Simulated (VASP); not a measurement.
# Cs (P6_3/mmc) in VASP: single point with LDA

Aim: the single point of Cs with LDA.

Program: VASP 6.6.1. These are calculated values, not measurements. Logs are shortened: lines on timing, memory, paths and dates and some standing lists are left out, and cuts for length are marked.

**1. The cell of the first run**

The structure is hexagonal, space group P6_3/mmc (No. 194). The conventional cell has a = 5.728 Å, b = 5.728 Å, c = 17.395 Å, α = 90.00°, β = 90.00°, γ = 120.00°.

This isn't the form of Cs at room conditions, which is bcc.

**2. Single point, LDA (strained)**

Contents of INCAR:

```
SYSTEM = Cs
PREC     = Accurate       ! precision mode
ENCUT    = 520            ! plane-wave cutoff, eV
EDIFF    = 1E-7           ! SCF threshold, eV
ISMEAR   = 0              ! smearing method
SIGMA    = 0.1            ! smearing width, eV
LREAL    = .FALSE.        ! projectors in reciprocal space
LASPH    = .TRUE.         ! aspherical terms in the spheres
NELM     = 60             ! most SCF steps
ALGO     = Fast           ! electronic algorithm
ISIF     = 2              ! what is computed and relaxed
LWAVE    = .FALSE.        ! write WAVECAR
LCHARG   = .FALSE.        ! write CHGCAR
NBANDS   = 26             ! bands
```

Contents of KPOINTS:

```
regular mesh
0
G
  9 9 4
  0 0 0
```

Contents of POSCAR:

```
Cs
1.0
    5.7284330995      0.0000000000      0.0000000000
   -2.8642165498      4.9609685881      0.0000000000
    0.0000000000      0.0000000000     17.3954633997
Cs
4
Direct
    0.0000000000      0.0000000000      0.0000000000
    0.3333333300      0.6666666700      0.2500000000
    0.0000000000      0.0000000000      0.5000000000
    0.6666666700      0.3333333300      0.7500000000
```

Potentials or basis: VASP PAW LDA potentials, release 64 (Cs_sv).

On the command line:

```bash
> cat potpaw_LDA.64/Cs_sv/POTCAR > POTCAR
> mpirun -np 1 vasp_std > vasp.out
```

OUTCAR:

```text
SYSTEM = Cs
   PREC = Accurate
   ENCUT = 520
   EDIFF = 1E-7
   ISMEAR = 0
   LREAL = .FALSE.
   LASPH = .TRUE.
   NELM = 60
   ISIF = 2

 ion  position               nearest neighbor table
   1  0.000  0.000  0.000-
   2  0.333  0.667  0.250-
   3  0.000  0.000  0.500-
   4  0.667  0.333  0.750-

  LATTYP: Found a hexagonal cell.
 ALAT       =     5.7284330995
 C/A-ratio  =     3.0366878861

  Lattice vectors:

 A1 = (   5.7284330995,   0.0000000000,   0.0000000000)
 A2 = (  -2.8642165498,   4.9609685881,   0.0000000000)
 A3 = (   0.0000000000,   0.0000000000,  17.3954633997)

Analysis of symmetry for initial positions (statically):
=====================================================================
 Subroutine PRICEL returns:
 Original cell was already a primitive cell.

 Routine SETGRP: Setting up the symmetry group for a
 hexagonal supercell.

 Subroutine GETGRP returns: Found 24 space group operations
 (whereof 12 operations were pure point group operations)
 out of a pool of 24 trial point group operations.

The static configuration has the point symmetry D_3d.
 The point group associated with its full space group is D_6h.

Analysis of symmetry for dynamics (positions and initial velocities):
=====================================================================
 Subroutine PRICEL returns:
 Original cell was already a primitive cell.

 Routine SETGRP: Setting up the symmetry group for a
 hexagonal supercell.

 Subroutine GETGRP returns: Found 24 space group operations
 (whereof 12 operations were pure point group operations)
 out of a pool of 24 trial point group operations.

The dynamic configuration has the point symmetry D_3d.
 The point group associated with its full space group is D_6h.

 Subroutine INISYM returns: Found 24 space group operations
 (whereof 12 operations are pure point group operations),
 and found     1 'primitive' translations

----------------------------------------------------------------------------------------

                                     Primitive cell

  volume of cell :     494.3543

  direct lattice vectors                    reciprocal lattice vectors
     5.728433100  0.000000000  0.000000000     0.174567806  0.100786770  0.000000000
    -2.864216550  4.960968588  0.000000000     0.000000000  0.201573540  0.000000000
     0.000000000  0.000000000 17.395463400     0.000000000  0.000000000  0.057486252

  length of vectors
     5.728433100  5.728433100 17.395463400     0.201573540  0.201573540  0.057486252

  position of ions in fractional coordinates (direct lattice)
     0.000000000  0.000000000  0.000000000
     0.333333330  0.666666670  0.250000000
     0.000000000  0.000000000  0.500000000
     0.666666670  0.333333330  0.750000000

  ion indices of the primitive-cell ions
   primitive index   ion index
                 1           1
                 2           2
                 3           3
                 4           4

----------------------------------------------------------------------------------------

 KPOINTS: regular mesh

Automatic generation of k-mesh.
 Grid dimensions read from file:
 generate k-points for:    9    9    4

 Generating k-lattice:

  Cartesian coordinates                     Fractional coordinates (reciprocal lattice)
     0.019396423  0.011198530  0.000000000     0.111111111  0.000000000  0.000000000
     0.000000000  0.022397060  0.000000000     0.000000000  0.111111111  0.000000000
     0.000000000  0.000000000  0.014371563     0.000000000  0.000000000  0.250000000

  Length of vectors
     0.022397060  0.022397060  0.014371563

  Shift w.r.t. Gamma in fractional coordinates (k-lattice)
     0.000000000  0.000000000  0.000000000

 Subroutine IBZKPT returns following result:
 ===========================================

 Found     36 irreducible k-points:

 Following reciprocal coordinates:
            Coordinates               Weight
  0.000000  0.000000  0.000000      1.000000
  0.111111 -0.000000  0.000000      6.000000
  0.222222  0.000000  0.000000      6.000000
  0.333333 -0.000000  0.000000      6.000000
  0.444444  0.000000  0.000000      6.000000
  0.111111  0.111111  0.000000      6.000000
[... 16 lines left out ...]
  0.333333  0.222222  0.250000     24.000000
  0.333333  0.333333  0.250000      4.000000
 [... further k-points ...]
   k-points           NKPTS =     36   k-points in BZ     NKDIM =     36   number of bands    NBANDS=     26
   number of dos      NEDOS =    301   number of ions     NIONS =      4
   total plane-waves  NPLWV = 322560
   dimension x,y,z NGX =    48 NGY =   48 NGZ =  140
   dimension x,y,z NGXF=    96 NGYF=   96 NGZF=  280
   ions per type =               4
   NGX,Y,Z   is equivalent  to a cutoff of  13.93, 13.93, 13.38 a.u.
   NGXF,Y,Z  is equivalent  to a cutoff of  27.86, 27.86, 26.76 a.u.
 SYSTEM =  Cs
   PREC   = accura    normal or accurate (medium, high low for compatibility)
   ISTART =      0    job   : 0-new  1-cont  2-samecut
   ICHARG =      2    charge: 1-file 2-atom 10-const
   ISPIN  =      1    spin polarized calculation?
   LNONCOLLINEAR =      F non collinear calculations
   LSORBIT =      F    spin-orbit coupling
   LASPH  =      T    aspherical Exc in radial PAW
   ENCUT  =  520.0 eV  38.22 Ry    6.18 a.u.  10.65 10.65 32.34*2*pi/ulx,y,z
   NELM   =     60;   NELMIN=  2; NELMDL= -5     # of ELM steps
   EDIFF  = 0.1E-06   stopping-criterion for ELM
   LREAL  =      F    real-space projection
   EDIFFG = 0.1E-05   stopping-criterion for IOM
   NSW    =      0    number of steps for IOM
   IBRION =     -1    ionic relax: 0-MD 1-quasi-New 2-CG
   NFREE  =      0    steps in history (QN), initial steepest desc. (CG)
   ISIF   =      2    stress and relaxation
   ISYM   =      2    0-nonsym 1-usesym 2-fastsym
   POTIM  = 0.5000    time-step for ionic-motion
   TEBEG  =    0.0;   TEEND  =   0.0 temperature during run
   PSTRESS=    0.0 pullay stress
   NELECT =      36.0000    total number of electrons
   NUPDOWN=      -1.0000    fix difference up-down
   EMIN   =  10.00;   EMAX   =-10.00  energy-range for DOS
   EFERMI =   0.00;   METHOD = LEGACY
   ISMEAR =     0;   SIGMA  =   0.10  broadening in eV -4-tet -1-fermi 0-gaus
   EFERMI_NEDOS =   21; number of points for ismear=-14 and -15
   IALGO  =     68    algorithm
   IMIX   =      4    mixing-type and parameters
     AMIX     =   0.40;   BMIX     =  1.00
     AMIX_MAG =   1.60;   BMIX_MAG =  1.00
  volume/ion in A,a.u.               =     123.59       834.02
  Fermi-wavevector in a.u.,A,eV,Ry     =   0.683643  1.291898  6.358930  0.467368
  Thomas-Fermi vector in A             =   1.763066
   LORBIT       =      0    0 simple, 1 ext, 2 COOP (PROOUT), +10 PAW based schemes
   GGA     = CA    functional components
   LHFCALC =     F    Hartree Fock is set to
   AEXX    =    0.0000 exact exchange contribution
   IVDW    =     0    specifies the selected vdW correction
   LEPSILON=     F    determine dielectric tensor
   LRPA    =     F    only Hartree local field effects (RPA)
 non-spin polarized calculation
 RMM-DIIS sequential band-by-band and
 Gauss-broadening in eV      SIGMA  =   0.10
  energy-cutoff  :      520.00
  volume of cell :      494.35
 maximum number of plane-waves:     13396
 NGX is ok and might be reduce to    48
   NGX = 21   NGY = 21   NGZ = 65

 number of electron      35.9999999 magnetization

 Free energy of the ion-electron system (eV)
  ---------------------------------------------------
  ext. energy  EPLUGINS =         0.00000000
  ---------------------------------------------------
  free energy    TOTEN  =        -3.81188507 eV

  energy without entropy =       -3.78137916  energy(sigma->0) =       -3.79663211

 E-fermi :   0.1260     XC(G=0):  -5.3590

 val. band max:        0.1258845140   @ k =   0.3333   0.1111   0.0000
 cond. band min:       0.1260235961   @ k =   0.3333   0.1111   0.0000
 fundamental gap:      0.0001390821
 Fermi energy:         0.1259688510

 k-point     1 :       0.0000    0.0000    0.0000
  band No.  band energies     occupation
      1     -23.7509      2.00000
      2     -23.7484      2.00000
      3     -23.7473      2.00000
      4     -23.7448      2.00000
      5     -10.6167      2.00000
      6     -10.5547      2.00000
[... 18 lines left out ...]
     25       2.2631      0.00000
     26       2.3142      0.00000

 k-point     2 :       0.1111   -0.0000    0.0000
  band No.  band energies     occupation
      1     -23.7505      2.00000
      2     -23.7481      2.00000
      3     -23.7470      2.00000
      4     -23.7447      2.00000
      5     -10.6124      2.00000
      6     -10.5581      2.00000
[... 18 lines left out ...]
     25       2.1118      0.00000
     26       2.2673      0.00000

 k-point     3 :       0.2222    0.0000    0.0000
  band No.  band energies     occupation
      1     -23.7494      2.00000
      2     -23.7475      2.00000
      3     -23.7464      2.00000
      4     -23.7445      2.00000
      5     -10.6006      2.00000
      6     -10.5695      2.00000
[... 18 lines left out ...]
     25       1.8102      0.00000
     26       1.8189      0.00000

 k-point     4 :       0.3333   -0.0000    0.0000
  band No.  band energies     occupation
      1     -23.7481      2.00000
      2     -23.7469      2.00000
      3     -23.7458      2.00000
      4     -23.7445      2.00000
      5     -10.5929      2.00000
      6     -10.5883      2.00000
[... 18 lines left out ...]
     25       1.6117      0.00000
     26       1.7327      0.00000
[... 496 lines left out ...]
      1     -23.7474      2.00000
      2     -23.7468      2.00000
      3     -23.7453      2.00000
      4     -23.7447      2.00000
      5     -10.5897      2.00000
      6     -10.5824      2.00000
[... 18 lines left out ...]
     25       1.5363      0.00000
     26       1.7064      0.00000

 k-point    23 :       0.3333    0.2222    0.2500
  band No.  band energies     occupation
      1     -23.7465      2.00000
      2     -23.7463      2.00000
      3     -23.7451      2.00000
      4     -23.7448      2.00000
      5     -10.5914      2.00000
      6     -10.5891      2.00000
[... 18 lines left out ...]
     25       1.3617      0.00000
     26       1.5727      0.00000

 k-point    24 :       0.3333    0.3333    0.2500
  band No.  band energies     occupation
      1     -23.7461      2.00000
      2     -23.7461      2.00000
      3     -23.7450      2.00000
      4     -23.7450      2.00000
      5     -10.5868      2.00000
      6     -10.5823      2.00000
[... 18 lines left out ...]
     25       1.2895      0.00000
     26       1.4783      0.00000

 [... further k-points ...]

------------------------ aborting loop because EDIFF is reached ----------------------------------------

  FORCE on cell =-STRESS in cart. coord.  units (eV):
  Direction    XX          YY          ZZ          XY          YZ          ZX
  --------------------------------------------------------------------------------------
  -------------------------------------------------------------------------------------
  Total       -1.3860265     -1.3860265     -0.9678173      0.0000000      0.0000000      0.0000000
  in kB       -4.4920417     -4.4920417     -3.1366471      0.0000000      0.0000000      0.0000000
  external PRESSURE =      -4.0402435 kB  Pullay stress =       0.0000000 kB

 VOLUME and BASIS-vectors are now :
 -----------------------------------------------------------------------------
  energy-cutoff  :      520.00
  volume of cell :      494.35
      direct lattice vectors                 reciprocal lattice vectors
     5.728433100  0.000000000  0.000000000     0.174567806  0.100786770  0.000000000
    -2.864216550  4.960968588  0.000000000     0.000000000  0.201573540  0.000000000
     0.000000000  0.000000000 17.395463400     0.000000000  0.000000000  0.057486252

 POSITION                                       TOTAL-FORCE (eV/Angst)
 -----------------------------------------------------------------------------------
      0.00000      0.00000      0.00000        -0.000000      0.000000      0.000000
     -0.00000      3.30731      4.34887         0.000000      0.000000      0.000000
      0.00000      0.00000      8.69773        -0.000000      0.000000      0.000000
      2.86422      1.65366     13.04660         0.000000     -0.000000     -0.000000
 -----------------------------------------------------------------------------------
    total drift:                                0.000000     -0.000000      0.000000

  FREE ENERGIE OF THE ION-ELECTRON SYSTEM (eV)
  ---------------------------------------------------
  free  energy   TOTEN  =        -3.8118850737 eV

  energy  without entropy=       -3.7813791553  energy(sigma->0) =       -3.79663211
```

Run time: 4.8 min. Hardware: 1 thread of Intel Xeon 6975P-C (Granite Rapids), shared host; peak memory 0.66 GiB.

Results:

| Item | Value |
| --- | --- |
| Free energy | -3.8119 eV |
| Pressure | -0.4 GPa |
| Band gap on the k mesh | zero (bands 18 and 19 overlap by 1.54 eV) |

Caveat: the cell differs from its parent crystal (strained); spin-orbit coupling is left out, which moves the levels of the heavy elements.
